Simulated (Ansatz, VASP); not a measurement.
# One calculation of Ti, two programs

File INCAR:

```
SYSTEM = Ti
PREC = Accurate
ENCUT = 600
EDIFF = 1E-7
ISMEAR = -1
SIGMA = 0.05
LREAL = .False.
LASPH = .True.
NELM = 60
ALGO = Normal
ISIF = 3
LWAVE = .False.
LCHARG = .False.
GGA = PE
IVDW = 12
IBRION = 2
NSW = 60
EDIFFG = -0.01
```

The input KPOINTS:

```
Automatic mesh
0
Gamma
  7 7 9
  0 0 0
```

POSCAR

```
Ti
1.0
    4.5673748306      0.0000000000      0.0000000000
   -2.2836874153      3.9554626319      0.0000000000
    0.0000000000      0.0000000000      2.8262442700
Ti
3
Direct
    0.6666666667      0.3333333333      0.5000000000
    0.3333333333      0.6666666667      0.5000000000
    0.0000000000      0.0000000000      0.0000000000
```

Contents of input.yaml:

```yaml
crystal:
  lattice:
    - [4.5673748306, 0.0, 0.0]
    - [-2.2836874153, 3.9554626319, 0.0]
    - [0.0, 0.0, 2.82624427]
  atoms:
    - { symbol: Ti, position: [0.6666666667, 0.3333333333, 0.5] }
    - { symbol: Ti, position: [0.3333333333, 0.6666666667, 0.5] }
    - { symbol: Ti, position: [0.0, 0.0, 0.0] }
hamiltonian:
  xc: pbe
  pseudopotentials: { kind: paw }
  dispersion: d3bj
kpoints:
  mp_grid: { grid: [7, 7, 9] }
scf:
  occupations: { method: fermi_dirac, width: 0.05 }
output:
  forces: true
  stress: true
  eigenvalues: true
  write_density: true
  write_potential: true
  elf: true
  volumetric_format: npy
relax:
  f_tol: 0.01
  max_steps: 40
  cell: { stress_tol: 0.05 }
```

Alike in both runs: task relaxation of cell and atoms; functional PBE; dispersion D3(BJ); k mesh 7 × 7 × 9; occupations fermi-dirac, width 0.05 eV; no spin polarisation.

|  | VASP | Ansatz |
| --- | --- | --- |
| version | VASP 6.6.1 | Ansatz 0.2.0 |
| potentials or method | VASP PAW PBE potentials, release 64 (Ti_sv) | Ansatz PAW |
| plane-wave cutoff (eV) | 600 | 420 |
| valence electrons in the cell | 36 | 36 |

Ansatz gave:

```
gap on the k mesh at the Fermi level, each at its own relaxed structure (eV) : none
relaxed volume (Å³/atom)                                                     : 16.24
relaxed cell length with the largest relative difference (Å)                 : 4.495
```

Q: Estimate VASP's values.

A: gap on the k mesh at the Fermi level, each at its own relaxed structure (eV): none; relaxed volume (Å³/atom): 16.21; relaxed cell length with the largest relative difference (Å): 4.492.

A gap of «none» marks a metal or a gap that the smearing closes.

Noted on Ansatz's run: the plane-wave basis is chosen anew once the cell has moved, so the energies of steps on either side of that aren't comparable.
